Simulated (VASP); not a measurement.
# GaAs (F-43m) in VASP: notebook, part 2 of 2

VASP 6.6.1.

## (5) Relaxation of cell and atoms, PBE, target pressure 2 GPa, at which the enthalpy is minimised

This run uses another cell than the first one, of 23.26 Å³/atom, 1.204 times its volume.

Contents of INCAR:

```
SYSTEM = GaAs
ALGO     = Normal         ! electronic algorithm
EDIFF    = 1E-6           ! SCF threshold, eV
EDIFFG   = -0.008         ! ionic threshold
ENCUT    = 600            ! plane-wave cutoff, eV
GGA      = PE             ! functional
IBRION   = 2              ! ionic algorithm
ISIF     = 3              ! what is computed and relaxed
ISMEAR   = 0              ! smearing method
LASPH    = .TRUE.         ! aspherical terms in the spheres
LCHARG   = .FALSE.        ! write CHGCAR
LREAL    = .FALSE.        ! projectors in reciprocal space
LWAVE    = .FALSE.        ! write WAVECAR
NELM     = 80             ! most SCF steps
NSW      = 70             ! ionic steps
PREC     = Accurate       ! precision mode
PSTRESS  = 20.0         
SIGMA    = 0.01           ! smearing width, eV
```

Contents of KPOINTS:

```
k-points
0
G
  10 10 10
  0 0 0
```

Contents of POSCAR:

```
GaAs
1.0
    0.0000000000      2.8543824574      2.8543824574
    2.8543824574      0.0000000000      2.8543824574
    2.8543824574      2.8543824574      0.0000000000
Ga As
1 1
Direct
    0.0000000000      0.0000000000      0.0000000000
    0.2500000000      0.2500000000      0.2500000000
```

Potentials or basis: VASP PAW PBE potentials, release 64 (Ga_d, As).

Run with:

```bash
$ cat potpaw_PBE.64/Ga_d/POTCAR potpaw_PBE.64/As/POTCAR > POTCAR
$ mpirun -np 1 vasp_std > vasp.out
```

OUTCAR:

```text
SYSTEM = GaAs
   EDIFF = 1E-6
   EDIFFG = -0.008
   ENCUT = 600
   GGA = PE
   IBRION = 2
   ISIF = 3
   ISMEAR = 0
   LASPH = .TRUE.
   LREAL = .FALSE.
   NELM = 80
   NSW = 70
   PREC = Accurate
   PSTRESS = 20.0

 ion  position               nearest neighbor table
   1  0.000  0.000  0.000-   2 2.47   2 2.47   2 2.47   2 2.47
   2  0.250  0.250  0.250-   1 2.47   1 2.47   1 2.47   1 2.47

  LATTYP: Found a face centered cubic cell.
 ALAT       =     5.7087649148

  Lattice vectors:

 A1 = (   0.0000000000,   2.8543824574,   2.8543824574)
 A2 = (   2.8543824574,   0.0000000000,   2.8543824574)
 A3 = (   2.8543824574,   2.8543824574,   0.0000000000)

Analysis of symmetry for initial positions (statically):
[... 5 lines left out ...]
 face centered cubic supercell.

 Subroutine GETGRP returns: Found 24 space group operations
 (whereof 24 operations were pure point group operations)
[... 253 lines left out ...]
 val. band max:        3.7454178529   @ k =   0.0000   0.0000   0.0000
 cond. band min:       4.1163422609   @ k =   0.0000   0.0000   0.0000
 fundamental gap:      0.3709244079
 Fermi energy:         3.7866799180

 k-point     1 :       0.0000    0.0000    0.0000
  band No.  band energies     occupation
      1     -11.0266      2.00000
      2     -11.0266      2.00000
      3     -11.0266      2.00000
      4     -10.9522      2.00000
      5     -10.9522      2.00000
      6      -8.8383      2.00000
      7       3.7454      2.00000
      8       3.7454      2.00000
      9       3.7454      2.00000
     10       4.1163      0.00000
     11       7.4699      0.00000
     12       7.4699      0.00000
     13       7.4699      0.00000
[... 354 lines left out ...]
  band No.  band energies     occupation
      1     -11.1116      2.00000
      2     -10.9929      2.00000
      3     -10.9916      2.00000
      4     -10.9684      2.00000
      5     -10.9433      2.00000
      6      -7.1565      2.00000
      7      -1.8672      2.00000
      8       1.2278      2.00000
      9       1.5565      2.00000
     10       5.6085      0.00000
     11       6.5937      0.00000
     12      10.9528      0.00000
     13      11.5866      0.00000

 [... further k-points ...]
[... 5 lines left out ...]
  --------------------------------------------------------------------------------------
  -------------------------------------------------------------------------------------
  Total        0.5655468      0.5655468      0.5655468      0.0000000      0.0000000      0.0000000
  in kB       19.6590691     19.6590691     19.6590691      0.0000000      0.0000000      0.0000000
  external PRESSURE =      -0.3409309 kB  Pullay stress =      20.0000000 kB
[... 21 lines left out ...]
  energy  without entropy=       -8.2663518011  energy(sigma->0) =       -8.26635180

  enthalpy is  TOTEN    =        -7.6909972194 eV   P V=        0.5753545816

 reached required accuracy - stopping structural energy minimisation
```

CONTCAR:

```text
GaAs
   1.00000000000000
    -0.0000000000000000    2.8457411175602241    2.8457411175602241
     2.8457411175602241    0.0000000000000000    2.8457411175602241
     2.8457411175602241    2.8457411175602241    0.0000000000000000
  Ga              As
     1     1
Direct
     0.0000000000000000    0.0000000000000000    0.0000000000000000
     0.2500000000000000    0.2500000000000000    0.2500000000000000

  0.00000000E+00  0.00000000E+00  0.00000000E+00
  0.00000000E+00  0.00000000E+00  0.00000000E+00
```

It took 48 s on 1 thread of Intel Xeon 6975P-C, shared host; peak memory 0.21 GiB.

Results:

```yaml
Free_energy: -8.2664 eV
Relaxed_volume: 23.05 Å³/atom
Relaxed_cell: a = 4.024 Å, b = 4.024 Å, c = 4.024 Å, α = 60.00°, β = 60.00°, γ = 60.00°
Space_group_after_relaxing_to_0.05_Å: F-43m (No. 216)
Energy_change_on_relaxing_the_enthalpy_is_what_falls: +2.2 meV/atom
Ionic_steps: 3
Pressure_after_relaxing: 2.0 GPa
Band_gap_on_the_k_mesh: 0.37 eV, direct
```

Step by step:
| step | energy change (eV) | largest force (eV/Å) | pressure (GPa) | volume (Å³) |
| --- | --- | --- | --- | --- |
| 1 | 0.0000 | 0.0000 | 1.36 | 46.51 |
| 2 | 0.0071 | 0.0000 | 2.38 | 45.89 |
| 3 | 0.0044 | 0.0000 | 1.97 | 46.09 |

Final structure:
```cif
data_structure
_symmetry_space_group_name_H-M 'P 1'
_symmetry_Int_Tables_number 1
_cell_length_a 4.0245
_cell_length_b 4.0245
_cell_length_c 4.0245
_cell_angle_alpha 60.000
_cell_angle_beta 60.000
_cell_angle_gamma 60.000
_cell_volume 46.09
loop_
_atom_site_label
_atom_site_type_symbol
_atom_site_fract_x
_atom_site_fract_y
_atom_site_fract_z
_atom_site_occupancy
Ga1 Ga 0.00000 0.00000 0.00000 1
As1 As 0.25000 0.25000 0.25000 1
```

Caveat: the cell is relaxed towards a set pressure, so the enthalpy falls and the energy may rise.

## (6) Relaxation of cell and atoms, PBE, target pressure -2 GPa, at which the enthalpy is minimised

This run uses another cell than the first one, of 24.17 Å³/atom, 1.251 times its volume.

Edit INCAR of step 5 so:

```diff
@@ -2,3 +2,3 @@
 ALGO     = Normal         ! electronic algorithm
-EDIFF    = 1E-6           ! SCF threshold, eV
+EDIFF    = 1E-7           ! SCF threshold, eV
 EDIFFG   = -0.008         ! ionic threshold
@@ -13,6 +13,6 @@
 LWAVE    = .FALSE.        ! write WAVECAR
-NELM     = 80             ! most SCF steps
+NELM     = 60             ! most SCF steps
 NSW      = 70             ! ionic steps
 PREC     = Accurate       ! precision mode
-PSTRESS  = 20.0         
+PSTRESS  = -20.0        
 SIGMA    = 0.01           ! smearing width, eV
```

KPOINTS is that of step 5.

Contents of POSCAR:

```
GaAs
1.0
    0.0000000000      2.8912124719      2.8912124719
    2.8912124719      0.0000000000      2.8912124719
    2.8912124719      2.8912124719      0.0000000000
Ga As
1 1
Direct
    0.0000000000      0.0000000000      0.0000000000
    0.2500000000      0.2500000000      0.2500000000
```

Potentials or basis: VASP PAW PBE potentials, release 64 (Ga_d, As).

Run with:

```bash
$ cat potpaw_PBE.64/Ga_d/POTCAR potpaw_PBE.64/As/POTCAR > POTCAR
$ mpirun -np 1 vasp_std > vasp.out
```

Run time: 85 s. Hardware: 1 thread of Intel Xeon 6975P-C, shared host; peak memory 0.24 GiB.

The run converged. Its results:

| Property | Result |
| --- | --- |
| Free energy | -8.2636 eV |
| Relaxed volume | 24.66 Å³/atom |
| Relaxed cell | a = 4.116 Å, b = 4.116 Å, c = 4.116 Å, α = 60.00°, β = 60.00°, γ = 60.00° |
| Space group after relaxing (to 0.05 Å) | F-43m (No. 216) |
| Energy change on relaxing (the enthalpy is what falls) | +4.6 meV/atom |
| Ionic steps | 3 |
| Pressure after relaxing | -2.0 GPa |
| Band gap on the k mesh | zero (filled and empty bands touch) |

Step by step:
```csv
step,energy change (eV),largest force (eV/Å),pressure (GPa),volume (Å³)
1,0.0000,0.0000,-0.99,48.34
2,0.0104,0.0000,-2.10,49.41
3,0.0091,0.0000,-2.00,49.31
```

Final structure:
```
Ga As
1.0
     0.00000    2.91057    2.91057
     2.91057    0.00000    2.91057
     2.91057    2.91057    0.00000
Ga As
1 1
Direct
  0.00000 0.00000 0.00000
  0.25000 0.25000 0.25000
```

Levels at points of the mesh, in eV from the Fermi level:
```csv
k point,band 6,band 7,band 8,band 9,band 10,band 11,band 12,band 13
"(0.00, 0.00, 0.00)",-12.14,-0.12,0.00,0.00,0.00,3.70,3.70,3.70
"(0.50, 0.00, 0.00)",-10.63,-6.19,-1.02,-1.02,0.76,4.59,4.59,7.64
"(0.50, 0.50, 0.00)",-10.00,-6.43,-2.39,-2.39,1.62,1.68,9.48,9.48
```

Caveat: the cell is relaxed towards a set pressure, so the enthalpy falls and the energy may rise.

## (7) Relaxation of cell and atoms, PBE, target pressure 40 GPa, at which the enthalpy is minimised

This run uses another cell than the first one, of 17.84 Å³/atom, 0.923 times its volume.

Contents of INCAR:

```
ALGO = Normal
EDIFF = 1E-6
EDIFFG = -0.008
ENCUT = 600
GGA = PE
IBRION = 2
ISIF = 3
ISMEAR = 0
LASPH = True
LCHARG = False
LREAL = False
LWAVE = False
NELM = 80
NSW = 70
PREC = Accurate
PSTRESS = 400.0
SIGMA = 0.01
```

Contents of KPOINTS:

```
k-points
0
Gamma
  12 12 12
```

Contents of POSCAR:

```
GaAs
1.0
    0.0000000000      2.6127693953      2.6127693953
    2.6127693953      0.0000000000      2.6127693953
    2.6127693953      2.6127693953      0.0000000000
Ga As
1 1
Direct
    0.0000000000      0.0000000000      0.0000000000
    0.2500000000      0.2500000000      0.2500000000
```

Run with:

```bash
$ cat potpaw_PBE.64/Ga_d/POTCAR potpaw_PBE.64/As/POTCAR > POTCAR
$ mpirun -np 1 vasp_std > vasp.out
```

Wall time 1.8 min (1 thread of Intel Xeon 6975P-C, shared host); peak memory 0.21 GiB.

The run converged. Its results:

```
Free energy                                            : -7.0698 eV
Relaxed volume                                         : 17.30 Å³/atom
Relaxed cell                                           : a = 3.657 Å, b = 3.657 Å, c = 3.657 Å, α = 60.00°, β = 60.00°, γ = 60.00°
Space group after relaxing (to 0.05 Å)                 : F-43m (No. 216)
Energy change on relaxing (the enthalpy is what falls) : +123.7 meV/atom
Ionic steps                                            : 4
Pressure after relaxing                                : 40.0 GPa
Band gap on the k mesh                                 : 0.82 eV, indirect (least direct gap 2.68 eV)
```

Step by step:
```
step  energy change (eV)  largest force (eV/Å)  pressure (GPa)  volume (Å³)
   1              0.0000                0.0000           33.70        35.67
   2              0.9785                0.0000           57.67        32.17
   3              0.2423                0.0000           39.87        34.61
   4              0.2475                0.0000           40.02        34.59
```

Final structure:
```xyz
2
Lattice="0.0000 2.5862 2.5862 2.5862 0.0000 2.5862 2.5862 2.5862 0.0000" Properties=species:S:1:pos:R:3 pbc="T T T"
Ga    0.0000    0.0000    0.0000
As    1.2931    1.2931    1.2931
```

Levels at points of the mesh, in eV from the valence-band top:
```
           k point  band 7  band 8  band 9  band 10  band 11  band 12
(0.00, 0.00, 0.00)    0.00    0.00    0.00     2.68     3.70     3.70
(0.50, 0.00, 0.00)   -8.43   -1.62   -1.62     1.81     4.59     4.59
(0.50, 0.50, 0.00)   -8.30   -3.80   -3.80     0.82     1.32    12.41
```

Caveat: the cell is relaxed towards a set pressure, so the enthalpy falls and the energy may rise. A k mesh can miss the band edges.

## (8) Overview

| task | cell | k mesh | cutoff (eV) | gap on the mesh (eV) | pressure (GPa) |
| --- | --- | --- | --- | --- | --- |
| single point | a = 3.795 Å, angles 60.0°, 2 atoms | 12 × 12 × 12 | 520 | 1.12 | 20.3 |
| relaxation of cell and atoms | relaxed to 10 GPa from a = 3.894 Å, angles 60.0°, 2 atoms | 10 × 10 × 10 | 600 | 1.08 | 10.0 |
| relaxation of cell and atoms | relaxed to 5 GPa from a = 3.965 Å, angles 60.0°, 2 atoms | 10 × 10 × 10 | 600 | 0.67 | 5.0 |
| relaxation of cell and atoms | relaxed to 2 GPa from a = 4.037 Å, angles 60.0°, 2 atoms | 10 × 10 × 10 | 600 | 0.37 | 2.0 |
| relaxation of cell and atoms | relaxed to -2 GPa from a = 4.089 Å, angles 60.0°, 2 atoms | 10 × 10 × 10 | 600 | none | -2.0 |
| relaxation of cell and atoms | relaxed to 40 GPa from a = 3.695 Å, angles 60.0°, 2 atoms | 12 × 12 × 12 | 600 | 0.82 | 40.0 |

Alike in all rows: level PBE; potentials or basis VASP PAW PBE potentials, release 64 (Ga_d, As); no spin polarisation; smearing gaussian 0.01 eV.

Caveats: the cell is relaxed towards a set pressure, so the enthalpy falls and the energy may rise (some runs).

Absolute energies hang on the potentials; compare differences alone.
